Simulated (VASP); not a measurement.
# C (Fmmm) in VASP: further runs, part 2 of 2

VASP 6.6.1. The steps go on from the part before.

**3. Single point, PBE (equal xx and yy strain of -1 %)**

INCAR

```
SYSTEM = C
ALGO     = Normal         ! electronic algorithm
EDIFF    = 1E-6           ! SCF threshold, eV
ENCUT    = 520            ! plane-wave cutoff, eV
GGA      = PE             ! functional
ISIF     = 2              ! what is computed and relaxed
ISMEAR   = -1             ! smearing method
LASPH    = .True.         ! aspherical terms in the spheres
LCHARG   = .False.        ! write CHGCAR
LREAL    = .False.        ! projectors in reciprocal space
LWAVE    = .False.        ! write WAVECAR
NBANDS   = 11             ! bands
NELM     = 80             ! most SCF steps
PREC     = Accurate       ! precision mode
SIGMA    = 0.05           ! smearing width, eV
```

KPOINTS

```
k-points
0
Gamma
  18 18 18
  0 0 0
```

POSCAR

```
C
1.0
    0.0000000000      2.1057300000      3.3480000000
    1.2157200000      0.0000000000      3.3480000000
    1.2157200000      2.1057300000      0.0000000000
C
2
Direct
    0.1666700000      0.8333300000      0.1666700000
    0.8333300000      0.1666700000      0.8333300000
```

Potentials or basis: VASP PAW PBE potentials, release 64 (C).

The run is started by

```sh
> cat potpaw_PBE.64/C/POTCAR > POTCAR
> mpirun -np 1 vasp_std > vasp.out
```

Wall time 66 s (1 thread of Intel Xeon 6975P-C (Granite Rapids), shared host); peak memory 0.24 GiB.

Results (log left out):

```yaml
Free_energy: -18.3886 eV
Pressure: 14.0 GPa
Largest_force: 0.003 eV/Å
```

Forces in eV/Å, atoms in the order of the input:
```
C    0.000  0.003  0.000
C    0.000 -0.003  0.000
```

Stress tensor (GPa, compression positive):
```
19.40  0.00  0.00
 0.00 18.89  0.00
 0.00  0.00  3.83
```

Caveat: the cell differs from its parent crystal (equal xx and yy strain of -1 %); the cell stands under pressure; this functional lacks dispersion, which binds the layers, so the pressure and a relaxed spacing across them are unreliable.

**4. Single point, PBE (equal xx and yy strain of +2 %)**

INCAR

```
SYSTEM = C
PREC = Accurate
ENCUT = 520
EDIFF = 1E-7
ISMEAR = -1
SIGMA = 0.05
LREAL = .FALSE.
LASPH = .TRUE.
NELM = 80
ALGO = Normal
ISIF = 2
LWAVE = .FALSE.
LCHARG = .FALSE.
GGA = PE
NBANDS = 11
```

KPOINTS

```
regular mesh
0
G
  18 18 18
  0 0 0
```

POSCAR

```
C
1.0
    0.0000000000      2.1695400000      3.3480000000
    1.2525600000      0.0000000000      3.3480000000
    1.2525600000      2.1695400000      0.0000000000
C
2
Direct
    0.1666700000      0.8333300000      0.1666700000
    0.8333300000      0.1666700000      0.8333300000
```

Potentials or basis: VASP PAW PBE potentials, release 64 (C).

The run is started by

```sh
> cat potpaw_PBE.64/C/POTCAR > POTCAR
> mpirun -np 1 vasp_std > vasp.out
```

OUTCAR:

```text
SYSTEM = C
   PREC = Accurate
   ENCUT = 520
   EDIFF = 1E-7
   ISMEAR = -1
   LREAL = .FALSE.
   LASPH = .TRUE.
   NELM = 80
   ISIF = 2
   GGA = PE

 ion  position               nearest neighbor table
   1  0.167  0.833  0.167-   2 1.45   2 1.45   2 1.45
   2  0.833  0.167  0.833-   1 1.45   1 1.45   1 1.45

  LATTYP: Found a face centered orthorhombic cell.
 ALAT       =     2.5051200000
 B/A-ratio  =     1.7320846906
 C/A-ratio  =     2.6729258479

  Lattice vectors:

 A1 = (   0.0000000000,   2.1695400000,   3.3480000000)
 A2 = (   1.2525600000,   0.0000000000,   3.3480000000)
 A3 = (   1.2525600000,   2.1695400000,   0.0000000000)

Analysis of symmetry for initial positions (statically):
=====================================================================
 Subroutine PRICEL returns:
 Original cell was already a primitive cell.

 Routine SETGRP: Setting up the symmetry group for a
 face centered orthorhombic supercell.

 Subroutine GETGRP returns: Found  8 space group operations
 (whereof  8 operations were pure point group operations)
 out of a pool of  8 trial point group operations.

The static configuration has the point symmetry D_2h.
[... 172 lines left out ...]
      3       1.3804      2.00000
      4       1.4082      2.00000
      5       8.9036      0.00000
      6      12.4254      0.00000
      7      12.5034      0.00000
      8      15.2198      0.00000
      9      15.9515      0.00000
     10      26.4438      0.00000
     11      29.8243      0.00000
[... 309 lines left out ...]
 k-point    24 :      -0.2222    0.0556   -0.0000
  band No.  band energies     occupation
      1     -13.0727      2.00000
      2      -3.5728      2.00000
      3      -0.7889      2.00000
      4      -0.0089      2.00000
      5      10.2761      0.00000
      6      11.3347      0.00000
      7      12.0279      0.00000
      8      18.1861      0.00000
      9      19.6311      0.00000
     10      22.3350      0.00000
     11      27.1457      0.00000

 [... further k-points ...]

------------------------ aborting loop because EDIFF is reached ----------------------------------------

  FORCE on cell =-STRESS in cart. coord.  units (eV):
  Direction    XX          YY          ZZ          XY          YZ          ZX
  --------------------------------------------------------------------------------------
  -------------------------------------------------------------------------------------
  Total       -1.9898346     -2.0499290      0.4429653      0.0000000      0.0000000      0.0000000
  in kB     -175.2047676   -180.4960699     39.0030544      0.0000000      0.0000000      0.0000000
  external PRESSURE =    -105.5659277 kB  Pullay stress =       0.0000000 kB

 VOLUME and BASIS-vectors are now :
 -----------------------------------------------------------------------------
  energy-cutoff  :      520.00
  volume of cell :       18.20
      direct lattice vectors                 reciprocal lattice vectors
     0.000000000  2.169540000  3.348000000    -0.399182474  0.230463601  0.149342891
     1.252560000  0.000000000  3.348000000     0.399182474 -0.230463601  0.149342891
     1.252560000  2.169540000  0.000000000     0.399182474  0.230463601 -0.149342891

 POSITION                                       TOTAL-FORCE (eV/Angst)
 -----------------------------------------------------------------------------------
      1.25256      0.72319      3.34800         0.000000      0.003723      0.000000
      1.25256      3.61589      3.34800         0.000000     -0.003723      0.000000
 -----------------------------------------------------------------------------------
    total drift:                               -0.000000     -0.000000     -0.000000

  FREE ENERGIE OF THE ION-ELECTRON SYSTEM (eV)
  ---------------------------------------------------
  free  energy   TOTEN  =       -18.3875306162 eV

  energy  without entropy=      -18.3873097620  energy(sigma->0) =      -18.38742019
```

Run time: 81 s. Hardware: 1 thread of Intel Xeon 6975P-C (Granite Rapids), shared host; peak memory 0.25 GiB.

Results:

```
Free energy   : -18.3875 eV
Pressure      : -10.6 GPa
Largest force : 0.004 eV/Å
```

Forces in eV/Å, atoms in the order of the input:
```
C    0.000  0.004  0.000
C    0.000 -0.004  0.000
```

Stress tensor (GPa, compression positive):
```
-17.52   0.00   0.00
  0.00 -18.05   0.00
  0.00   0.00   3.90
```

Caveat: the cell differs from its parent crystal (equal xx and yy strain of +2 %); the cell stands under tension; this functional lacks dispersion, which binds the layers, so the pressure and a relaxed spacing across them are unreliable.

**5. Single point, PBE (8.40 Å³/atom)**

This run uses another cell than the first one, of 8.40 Å³/atom.

INCAR

```
PREC = Accurate ; ENCUT = 520
EDIFF = 1E-7 ; ISMEAR = -1
SIGMA = 0.05 ; LREAL = F
LASPH = T ; NELM = 60
ALGO = Normal ; ISIF = 2
LWAVE = F ; LCHARG = T
GGA = PE ; LELF = T
LVHAR = T ; NBANDS = 11
```

KPOINTS

```
Automatic mesh
0
Gamma
  18 18 18
```

POSCAR

```
C
1.0
    0.0000000000      2.0982532328      3.3027512099
    1.2114033709      0.0000000000      3.3027512099
    1.2114033709      2.0982532328      0.0000000000
C
2
Direct
    0.1666700000      0.8333300000      0.1666700000
    0.8333300000      0.1666700000      0.8333300000
```

The run is started by

```sh
> cat potpaw_PBE.64/C/POTCAR > POTCAR
> mpirun -np 1 vasp_std > vasp.out
```

Run time: 2.1 min. Hardware: 1 thread of AMD EPYC 9R45 (Zen 5), shared host; peak memory 0.21 GiB.

The run converged. Its results:

```yaml
Free_energy: -18.3659 eV
Pressure: 17.8 GPa
Largest_force: 0.004 eV/Å
```

Forces in eV/Å, atoms in the order of the input:
```
C    0.000  0.004  0.000
C    0.000 -0.004  0.000
```

Stress tensor (GPa, compression positive):
```
24.77  0.00  0.00
 0.00 24.19  0.00
 0.00  0.00  4.53
```

Caveat: the cell stands under pressure; this functional lacks dispersion, which binds the layers, so the pressure and a relaxed spacing across them are unreliable.

**6. Single point, PBE (9.27 Å³/atom)**

This run uses another cell than the first one, of 9.27 Å³/atom.

INCAR

```
SYSTEM = C
PREC     = Accurate       ! precision mode
ENCUT    = 520            ! plane-wave cutoff, eV
EDIFF    = 1E-6           ! SCF threshold, eV
ISMEAR   = -1             ! smearing method
SIGMA    = 0.05           ! smearing width, eV
LREAL    = .False.        ! projectors in reciprocal space
LASPH    = .True.         ! aspherical terms in the spheres
NELM     = 60             ! most SCF steps
ALGO     = Normal         ! electronic algorithm
ISIF     = 2              ! what is computed and relaxed
LWAVE    = .False.        ! write WAVECAR
LCHARG   = .False.        ! write CHGCAR
GGA      = PE             ! functional
NBANDS   = 11             ! bands
```

KPOINTS

```
Automatic mesh
0
Gamma
  18 18 18
  0 0 0
```

POSCAR

```
C
1.0
    0.0000000000      2.1687164733      3.4136637295
    1.2520845459      0.0000000000      3.4136637295
    1.2520845459      2.1687164733      0.0000000000
C
2
Direct
    0.1666700000      0.8333300000      0.1666700000
    0.8333300000      0.1666700000      0.8333300000
```

Potentials or basis: VASP PAW PBE potentials, release 64 (C).

The run is started by

```sh
> cat potpaw_PBE.64/C/POTCAR > POTCAR
> mpirun -np 1 vasp_std > vasp.out
```

Wall time 1.8 min (1 thread of AMD EPYC 9R45 (Zen 5), shared host); peak memory 0.22 GiB.

Results (log left out):

* Free energy: -18.3970 eV
* Pressure: -10.3 GPa
* Largest force: 0.003 eV/Å

Forces in eV/Å, atoms in the order of the input:
```
C    0.000  0.003  0.000
C    0.000 -0.003  0.000
```

Stress tensor (GPa, compression positive):
```
-16.76   0.00   0.00
  0.00 -17.19   0.00
  0.00   0.00   3.06
```

Caveat: the cell stands under tension; this functional lacks dispersion, which binds the layers, so the pressure and a relaxed spacing across them are unreliable.

**7. Summary**

| cell | pressure (GPa) |
| --- | --- |
| a = 3.933, b = 3.554, c = 2.382 Å, angles 80.4, 63.0, 36.7°, 2 atoms | 34.8 |
| a = 3.955, b = 3.562, c = 2.431 Å, angles 80.2, 62.5, 37.3°, 2 atoms | 14.0 |
| a = 3.989, b = 3.575, c = 2.505 Å, angles 79.9, 61.9, 38.2°, 2 atoms | -10.6 |
| a = 3.913, b = 3.518, c = 2.423 Å, angles 80.1, 62.3, 37.6°, 2 atoms | 17.8 |
| a = 4.044, b = 3.636, c = 2.504 Å, angles 80.1, 62.3, 37.6°, 2 atoms | -10.3 |

Alike in all rows: task single point; level PBE; potentials or basis VASP PAW PBE potentials, release 64 (C); no spin polarisation; k mesh 18 × 18 × 18; cutoff (eV) 520; smearing fermi-dirac 0.05 eV.

Caveats: this functional lacks dispersion, which binds the layers, so the pressure and a relaxed spacing across them are unreliable; the cell stands under pressure (at least some runs); the cell stands under tension (at least some runs).

Absolute energies hang on the potentials; compare differences alone.
